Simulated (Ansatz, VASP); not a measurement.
**One calculation of Hf2C, two programs**

```xyz
3
Lattice="3.5596 0.0000 0.0000 -1.7798 3.0827 0.0000 0.0000 0.0000 5.5770" Properties=species:S:1:pos:R:3 pbc="T T T"
Hf    0.0000    0.0000    1.7512
Hf    0.0000    0.0000    3.8258
C     0.0000    0.0000    0.0000
```

Alike in both runs: task relaxation of cell and atoms; functional PBE; k mesh 6 × 6 × 4; occupations gaussian, width 0.1 eV; no spin polarisation.

|  | VASP | Ansatz |
| --- | --- | --- |
| version | VASP 6.6.1 | Ansatz 0.2.0 |
| potentials or method | VASP PAW PBE potentials, release 64 (Hf_pv, C), cutoff 600 eV | scalar-relativistic, plane waves, PAW |
| valence electrons in the cell | 24 | 56 |

|  | VASP | Ansatz | Ansatz less VASP |
| --- | --- | --- | --- |
| gap on the k mesh at the Fermi level, each at its own relaxed structure (eV) | none | none | - |
| relaxed volume (Å³/atom) | 19.51 | 19.59 | +0.084 |
| relaxed cell length with the largest relative difference (Å) | 7.212 | 7.229 | +0.0173 |

A gap of «none» marks a metal or a gap that the smearing closes. VASP's potentials hold 24 valence electrons a cell and Ansatz's 56, so a difference there can come from the potentials and not from the codes.

Neither program's run includes spin-orbit coupling.
